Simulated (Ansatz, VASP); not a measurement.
# CsPbBr3 in VASP and in Ansatz

```
Cs Pb Br
1.0
     5.95805    0.00000    0.00000
     0.00000    5.95805    0.00000
     0.00000    0.00000    5.78195
Cs Pb Br
1 1 3
Direct
  0.00000 0.00000 0.00000
  0.50000 0.50000 0.50000
  0.00000 0.50000 0.50000
  0.50000 0.00000 0.50000
  0.50000 0.50000 0.00000
```

Change from the starting cell: strain +0.015 along x and y, -0.015 along z, atoms carried along.

Alike in both runs: task single point; functional PBEsol; k mesh 6 × 6 × 6; occupations gaussian, width 0.05 eV; no spin polarisation.

|  | VASP | Ansatz |
| --- | --- | --- |
| version | VASP 6.6.1 | Ansatz 0.2.0 |
| potentials or method | VASP PAW PBE potentials, release 64 (Cs_sv, Pb_d, Br), cutoff 520 eV | scalar-relativistic, plane waves, PAW |
| valence electrons in the cell | 44 | 44 |

```csv
,VASP,Ansatz,Ansatz less VASP
gap on the k mesh at the Fermi level (eV),1.41,1.41,-0.001
least direct gap on the mesh (eV),1.41,1.41,-0.001
pressure (GPa),-0.2,-0.2,0.00
"traceless stress, the component that is largest in VASP (GPa)",0.90,0.90,-0.003
```

VASP's potentials were made for PBE, not for PBEsol. With one functional, cell and mesh, what is left measures potentials, basis and numerics.

Spin-orbit coupling is off throughout.
